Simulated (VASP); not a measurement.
# AlCuC4N4 (P-43m) in VASP: a series of runs, part 2 of 2

VASP 6.6.1. Earlier steps stand in the parts before.

## 3. Single point, PBE, collinear spin

This run uses another cell than the first one, of 20.13 Å³/atom.

INCAR reads:

```
PREC = Accurate
ENCUT = 520
EDIFF = 1E-6
ISMEAR = 0
SIGMA = 0.1
LREAL = False
LASPH = True
NELM = 150
ALGO = Normal
ISIF = 2
LWAVE = False
LCHARG = False
ISPIN = 2
MAGMOM = 0 1 0 0 0 0 0 0 0 0
LORBIT = 11
LMAXMIX = 4
GGA = PE
NBANDS = 40
```

KPOINTS reads:

```
regular mesh
0
Gamma
  4 4 4
```

POSCAR reads:

```
AlCuC4N4
1.0
    5.8603950015      0.0000000000      0.0000000000
    0.0000000000      5.8603950015      0.0000000000
    0.0000000000      0.0000000000      5.8603950015
Al Cu C N
1 1 4 4
Direct
    0.0000000000      0.0000000000      0.0000000000
    0.5000000000      0.5000000000      0.5000000000
    0.1935983643      0.1935983643      0.1935983643
    0.1935983643      0.8064016357      0.8064016357
    0.8064016357      0.1935983643      0.8064016357
    0.8064016357      0.8064016357      0.1935983643
    0.3082540900      0.3082540900      0.3082540900
    0.3082540900      0.6917459100      0.6917459100
    0.6917459100      0.3082540900      0.6917459100
    0.6917459100      0.6917459100      0.3082540900
```

Potentials or basis: VASP PAW PBE potentials, release 64 (Al, Cu, C, N).

Started as:

```sh
cat potpaw_PBE.64/Al/POTCAR potpaw_PBE.64/Cu/POTCAR potpaw_PBE.64/C/POTCAR potpaw_PBE.64/N/POTCAR > POTCAR
mpirun -np 1 vasp_std > vasp.out
```

OUTCAR:

```text
PREC = Accurate
   ENCUT = 520
   EDIFF = 1E-6
   ISMEAR = 0
   LREAL = False
   LASPH = True
   NELM = 150
   ISIF = 2
   ISPIN = 2
   LORBIT = 11
   GGA = PE

 ion  position               nearest neighbor table
   1  0.000  0.000  0.000-   3 1.97   4 1.97   5 1.97   6 1.97
   2  0.500  0.500  0.500-   7 1.95   8 1.95   9 1.95  10 1.95
   3  0.194  0.194  0.194-   7 1.16   1 1.97
   4  0.194  0.806  0.806-   8 1.16   1 1.97
   5  0.806  0.194  0.806-   9 1.16   1 1.97
   6  0.806  0.806  0.194-  10 1.16   1 1.97
   7  0.308  0.308  0.308-   3 1.16   2 1.95
   8  0.308  0.692  0.692-   4 1.16   2 1.95
   9  0.692  0.308  0.692-   5 1.16   2 1.95
  10  0.692  0.692  0.308-   6 1.16   2 1.95

  LATTYP: Found a simple cubic cell.
 ALAT       =     5.8603950015

  Lattice vectors:

 A1 = (   5.8603950015,   0.0000000000,   0.0000000000)
 A2 = (   0.0000000000,   5.8603950015,   0.0000000000)
 A3 = (   0.0000000000,   0.0000000000,   5.8603950015)

Analysis of symmetry for initial positions (statically):
=====================================================================
 Subroutine PRICEL returns:
 Original cell was already a primitive cell.

 Routine SETGRP: Setting up the symmetry group for a
 simple cubic supercell.

 Subroutine GETGRP returns: Found 24 space group operations
 (whereof 24 operations were pure point group operations)
 out of a pool of 48 trial point group operations.

The static configuration has the point symmetry T_d .

Analysis of symmetry for dynamics (positions and initial velocities):
=====================================================================
 Subroutine PRICEL returns:
 Original cell was already a primitive cell.

 Routine SETGRP: Setting up the symmetry group for a
 simple cubic supercell.

 Subroutine GETGRP returns: Found 24 space group operations
 (whereof 24 operations were pure point group operations)
 out of a pool of 48 trial point group operations.

The dynamic configuration has the point symmetry T_d .

Analysis of structural, dynamic, and magnetic symmetry:
=====================================================================
 Subroutine PRICEL returns:
 Original cell was already a primitive cell.

 Routine SETGRP: Setting up the symmetry group for a
 simple cubic supercell.

 Subroutine GETGRP returns: Found 24 space group operations
 (whereof 24 operations were pure point group operations)
 out of a pool of 48 trial point group operations.

The overall configuration has the point symmetry T_d .

 Subroutine INISYM returns: Found 24 space group operations
 (whereof 24 operations are pure point group operations),
 and found     1 'primitive' translations

----------------------------------------------------------------------------------------

                                     Primitive cell

  volume of cell :     201.2708

  direct lattice vectors                    reciprocal lattice vectors
[... 101 lines left out ...]
   EMIN   =  10.00;   EMAX   =-10.00  energy-range for DOS
   EFERMI =   0.00;   METHOD = LEGACY
   ISMEAR =     0;   SIGMA  =   0.10  broadening in eV -4-tet -1-fermi 0-gaus
   EFERMI_NEDOS =   21; number of points for ismear=-14 and -15
   IALGO  =     38    algorithm
   IMIX   =      4    mixing-type and parameters
     AMIX     =   0.40;   BMIX     =  1.00
     AMIX_MAG =   1.60;   BMIX_MAG =  1.00
  volume/ion in A,a.u.               =      20.13       135.82
  Fermi-wavevector in a.u.,A,eV,Ry     =   1.029132  1.944778 14.410116  1.059114
  Thomas-Fermi vector in A             =   2.163164
   LORBIT       =     11    0 simple, 1 ext, 2 COOP (PROOUT), +10 PAW based schemes
   GGA     = PE    functional components
   LHFCALC =     F    Hartree Fock is set to
   AEXX    =    0.0000 exact exchange contribution
   IVDW    =     0    specifies the selected vdW correction
   LEPSILON=     F    determine dielectric tensor
   LRPA    =     F    only Hartree local field effects (RPA)
 spin polarized calculation
 Gauss-broadening in eV      SIGMA  =   0.10
  energy-cutoff  :      520.00
  volume of cell :      201.27
 maximum number of plane-waves:      5452
 NGX is ok and might be reduce to    48
   NGX = 21   NGY = 21   NGZ = 21

 number of electron      50.0000003 magnetization       0.0000114

 number of electron      50.0000003 magnetization      -0.0000103

 Free energy of the ion-electron system (eV)
  ---------------------------------------------------
  ext. energy  EPLUGINS =         0.00000000
  ---------------------------------------------------
  free energy    TOTEN  =       -75.65611251 eV

  energy without entropy =      -75.65611251  energy(sigma->0) =      -75.65611251

 E-fermi :  -0.4156     XC(G=0):  -7.0749

 val. band max:       -0.8560537741   @ k =   0.5000   0.5000   0.0000
 cond. band min:       2.1719720922   @ k =   0.0000   0.0000   0.0000
 fundamental gap:      3.0280258664
 Fermi energy:        -0.4155855982

 spin component 1

 k-point     1 :       0.0000    0.0000    0.0000
  band No.  band energies     occupation
      1     -18.5663      1.00000
      2     -18.4323      1.00000
      3     -18.4323      1.00000
      4     -18.4323      1.00000
      5      -9.7144      1.00000
      6      -7.7229      1.00000
[... 389 lines left out ...]
     36       6.5337      0.00000
     37       6.5337      0.00000
 Fermi energy:        -0.4155855982

 spin component 2

 k-point     1 :       0.0000    0.0000    0.0000
  band No.  band energies     occupation
      1     -18.5663      1.00000
      2     -18.4323      1.00000
      3     -18.4323      1.00000
      4     -18.4323      1.00000
      5      -9.7144      1.00000
      6      -7.7229      1.00000
[... 389 lines left out ...]
     36       6.5337      0.00000
     37       6.5337      0.00000
 [bands above 37 left out]

------------------------ aborting loop because EDIFF is reached ----------------------------------------

  FORCE on cell =-STRESS in cart. coord.  units (eV):
  Direction    XX          YY          ZZ          XY          YZ          ZX
  --------------------------------------------------------------------------------------
  -------------------------------------------------------------------------------------
  Total        0.7487300      0.7487300      0.7487300      0.0000000     -0.0000000      0.0000000
  in kB        5.9601221      5.9601221      5.9601221      0.0000000     -0.0000000      0.0000000
  external PRESSURE =       5.9601221 kB  Pullay stress =       0.0000000 kB

 VOLUME and BASIS-vectors are now :
 -----------------------------------------------------------------------------
  energy-cutoff  :      520.00
  volume of cell :      201.27
      direct lattice vectors                 reciprocal lattice vectors
     5.860395001  0.000000000  0.000000000     0.170636962  0.000000000  0.000000000
     0.000000000  5.860395001  0.000000000     0.000000000  0.170636962  0.000000000
     0.000000000  0.000000000  5.860395001     0.000000000  0.000000000  0.170636962

 POSITION                                       TOTAL-FORCE (eV/Angst)
 -----------------------------------------------------------------------------------
      0.00000      0.00000      0.00000         0.000000      0.000000      0.000000
      2.93020      2.93020      2.93020        -0.000000     -0.000000      0.000000
      1.13456      1.13456      1.13456        -0.215274     -0.215274     -0.215274
      1.13456      4.72583      4.72583        -0.215274      0.215274      0.215274
      4.72583      1.13456      4.72583         0.215274     -0.215274      0.215274
      4.72583      4.72583      1.13456         0.215274      0.215274     -0.215274
      1.80649      1.80649      1.80649         0.242963      0.242963      0.242963
      1.80649      4.05390      4.05390         0.242963     -0.242963     -0.242963
      4.05390      1.80649      4.05390        -0.242963      0.242963     -0.242963
      4.05390      4.05390      1.80649        -0.242963     -0.242963      0.242963
 -----------------------------------------------------------------------------------
    total drift:                                0.000000      0.000000      0.000000

  FREE ENERGIE OF THE ION-ELECTRON SYSTEM (eV)
  ---------------------------------------------------
  free  energy   TOTEN  =       -75.6561125123 eV

  energy  without entropy=      -75.6561125122  energy(sigma->0) =      -75.65611251

 total charge

# of ion       s       p       d       tot
------------------------------------------
    1        0.360   0.434   0.000   0.794
    2        0.339   0.470   9.206  10.016
    3        0.952   1.701   0.000   2.653
    4        0.952   1.701   0.000   2.653
    5        0.952   1.701   0.000   2.653
    6        0.952   1.701   0.000   2.653
    7        1.310   2.549   0.000   3.859
    8        1.310   2.549   0.000   3.859
    9        1.310   2.549   0.000   3.859
   10        1.310   2.549   0.000   3.859
--------------------------------------------------
tot          9.746  17.904   9.206  36.856

 magnetization (x)

# of ion       s       p       d       tot
------------------------------------------
    1        0.000  -0.000   0.000   0.000
    2       -0.000  -0.000   0.000   0.000
    3        0.000  -0.000   0.000  -0.000
    4        0.000  -0.000   0.000  -0.000
    5        0.000  -0.000   0.000  -0.000
    6        0.000  -0.000   0.000  -0.000
    7        0.000   0.000   0.000   0.000
    8        0.000   0.000   0.000   0.000
    9        0.000   0.000   0.000   0.000
   10        0.000   0.000   0.000   0.000
--------------------------------------------------
tot          0.000   0.000   0.000   0.000
```

Run time: 1.9 min. Hardware: 1 thread of Intel Xeon 6975P-C (Granite Rapids), shared host; peak memory 0.47 GiB.

What came out:

```yaml
Free_energy: -75.6561 eV
Pressure: 0.6 GPa
Largest_force: 0.421 eV/Å
Band_gap_on_the_k_mesh: 3.03 eV (least direct gap 3.10 eV)
Net_moment: 0.00 μB per cell
Valence_electrons_inside_the_program's_atomic_spheres: Al 0.79; Cu 10.02; C 2.65; N 3.86
```

Forces in eV/Å, atoms in the order of the input:
```
Al   0.000  0.000  0.000
Cu   0.000  0.000  0.000
C   -0.215 -0.215 -0.215
C   -0.215  0.215  0.215
C    0.215 -0.215  0.215
C    0.215  0.215 -0.215
N    0.243  0.243  0.243
N    0.243 -0.243 -0.243
N   -0.243  0.243 -0.243
N   -0.243 -0.243  0.243
```
